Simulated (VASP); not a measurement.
# MoS2 (P6_3/mmc) in VASP: a series of runs, part 2 of 2

VASP 6.6.1.

### Step 3. Relaxation of cell and atoms, PBE+D3(BJ)

This run uses another cell than the first one, of 21.89 Å³/atom.

Contents of INCAR:

```
SYSTEM = MoS2
PREC = Accurate
ENCUT = 600
EDIFF = 1E-6
ISMEAR = -1
SIGMA = 0.02
LREAL = .FALSE.
LASPH = .TRUE.
NELM = 80
ALGO = Normal
ISIF = 3
LWAVE = .FALSE.
LCHARG = .FALSE.
GGA = PE
IVDW = 12
IBRION = 2
NSW = 80
EDIFFG = -0.005
```

Contents of KPOINTS:

```
regular mesh
0
G
  12 12 2
  0 0 0
```

Contents of POSCAR:

```
MoS2
1.0
    3.4681845800      0.0000000000      0.0000000000
   -1.7340922900      3.0035359513      0.0000000000
    0.0000000000      0.0000000000     12.6075179200
Mo S
2 4
Direct
    0.3333333333      0.6666666667      0.2500000000
    0.6666666667      0.3333333333      0.7500000000
    0.6666666667      0.3333333333      0.3842952269
    0.6666666667      0.3333333333      0.1157047731
    0.3333333333      0.6666666667      0.8842952269
    0.3333333333      0.6666666667      0.6157047731
```

Potentials or basis: VASP PAW PBE potentials, release 64 (Mo_sv, S).

The run is started by

```
> cat potpaw_PBE.64/Mo_sv/POTCAR potpaw_PBE.64/S/POTCAR > POTCAR
> mpirun -np 1 vasp_std > vasp.out
```

OUTCAR:

```text
SYSTEM = MoS2
   PREC = Accurate
   ENCUT = 600
   EDIFF = 1E-6
   ISMEAR = -1
   LREAL = .FALSE.
   LASPH = .TRUE.
   NELM = 80
   ISIF = 3
   GGA = PE
   IVDW = 12
   IBRION = 2
   NSW = 80
   EDIFFG = -0.005
 IVDW          = 12

 ion  position               nearest neighbor table
   1  0.333  0.667  0.250-   3 2.62   4 2.62   3 2.62   4 2.62   3 2.62   4 2.62
   2  0.667  0.333  0.750-   5 2.62   6 2.62   5 2.62   6 2.62   5 2.62   6 2.62
   3  0.667  0.333  0.384-   1 2.62   1 2.62   1 2.62
   4  0.667  0.333  0.116-   1 2.62   1 2.62   1 2.62
   5  0.333  0.667  0.884-   2 2.62   2 2.62   2 2.62
   6  0.333  0.667  0.616-   2 2.62   2 2.62   2 2.62

  LATTYP: Found a hexagonal cell.
 ALAT       =     3.4681845800
 C/A-ratio  =     3.6351923115

  Lattice vectors:

 A1 = (   3.4681845800,   0.0000000000,   0.0000000000)
 A2 = (  -1.7340922900,   3.0035359513,   0.0000000000)
 A3 = (   0.0000000000,   0.0000000000,  12.6075179200)

Analysis of symmetry for initial positions (statically):
=====================================================================
 Subroutine PRICEL returns:
 Original cell was already a primitive cell.

 Routine SETGRP: Setting up the symmetry group for a
 hexagonal supercell.

[... 159 lines left out ...]
 conjugate gradient relaxation of ions
 non-spin polarized calculation
  energy-cutoff  :      600.00
  volume of cell :      131.33
 maximum number of plane-waves:      4407
 NGX is ok and might be reduce to    28
   NGX = 13   NGY = 13   NGZ = 51

--------------------------------------- Ionic step        1  -------------------------------------------

 number of electron      51.9999999 magnetization

 Free energy of the ion-electron system (eV)
  ---------------------------------------------------
  ext. energy  EPLUGINS =         0.00000000
  ---------------------------------------------------
  free energy    TOTEN  =       -41.18121863 eV

  energy without entropy =      -41.18121863  energy(sigma->0) =      -41.18121863

 E-fermi :   5.3513     XC(G=0):  -9.9449

 val. band max:        5.0165229704   @ k =   0.0000   0.0000   0.0000
 cond. band min:       5.7342575506   @ k =   0.3333   0.3333   0.0000
 fundamental gap:      0.7177345801
 Fermi energy:         5.3512781289
[... 1766 lines left out ...]
  FREE ENERGIE OF THE ION-ELECTRON SYSTEM (eV)
  ---------------------------------------------------
  free  energy   TOTEN  =       -46.0476312326 eV

  energy  without entropy=      -46.0476311583  energy(sigma->0) =      -46.04763120

[... ionic steps 4 to 13 ...]

--------------------------------------- Ionic step       14  -------------------------------------------

 number of electron      52.0000000 magnetization

------------------------ aborting loop because EDIFF is reached ----------------------------------------
[... 83 lines left out ...]
--------------------------------------- Ionic step       16  -------------------------------------------

 number of electron      51.9999998 magnetization

 Free energy of the ion-electron system (eV)
  ---------------------------------------------------
  ext. energy  EPLUGINS =         0.00000000
  ---------------------------------------------------
  free energy    TOTEN  =       -43.55345390 eV

  energy without entropy =      -43.55345390  energy(sigma->0) =      -43.55345390

 E-fermi :   8.3189     XC(G=0): -11.0116

 val. band max:        7.9454476808   @ k =   0.0000   0.0000   0.0000
 cond. band min:       8.7469279320   @ k =   0.1667   0.1667   0.0000
 fundamental gap:      0.8014802512
 Fermi energy:         8.3188704197
[... 853 lines left out ...]
  FREE ENERGIE OF THE ION-ELECTRON SYSTEM (eV)
  ---------------------------------------------------
  free  energy   TOTEN  =       -46.1777335876 eV

  energy  without entropy=      -46.1777335876  energy(sigma->0) =      -46.17773359

 reached required accuracy - stopping structural energy minimisation
```

Wall time 45 min (1 thread of Oxide Virtual Turin-like, shared host); peak memory 0.37 GiB.

Results:

```yaml
Free_energy: -46.1777 eV
Relaxed_volume: 17.31 Å³/atom
Relaxed_cell: a = 3.150 Å, b = 3.150 Å, c = 12.091 Å, α = 90.00°, β = 90.00°, γ = 120.00°
Space_group_after_relaxing_to_0.1_Å: P6_3/mmc (No. 194)
Pressure_after_relaxing: 0.0 GPa
Largest_force_after_relaxing: 0.004 eV/Å
Band_gap_on_the_k_mesh: 0.80 eV (least direct gap 1.70 eV)
Dispersion_energy_per_atom: -0.437 eV
```

Forces in eV/Å, atoms in the order of the input:
```
Mo   0.000  0.000  0.000
Mo   0.000  0.000  0.000
S    0.000  0.000  0.004
S    0.000  0.000 -0.004
S    0.000  0.000  0.004
S    0.000  0.000 -0.004
```

Final structure:
```
Mo S
1.0
     3.14966    0.00000    0.00000
    -1.57483    2.72769    0.00000
     0.00000    0.00000   12.09085
Mo S
2 4
Direct
  0.33333 0.66667 0.25000
  0.66667 0.33333 0.75000
  0.66667 0.33333 0.37941
  0.66667 0.33333 0.12059
  0.33333 0.66667 0.87941
  0.33333 0.66667 0.62059
```

Caveat: the volume moved by over 15 % at a fixed basis, so the end points are rough. A k mesh can miss the band edges.
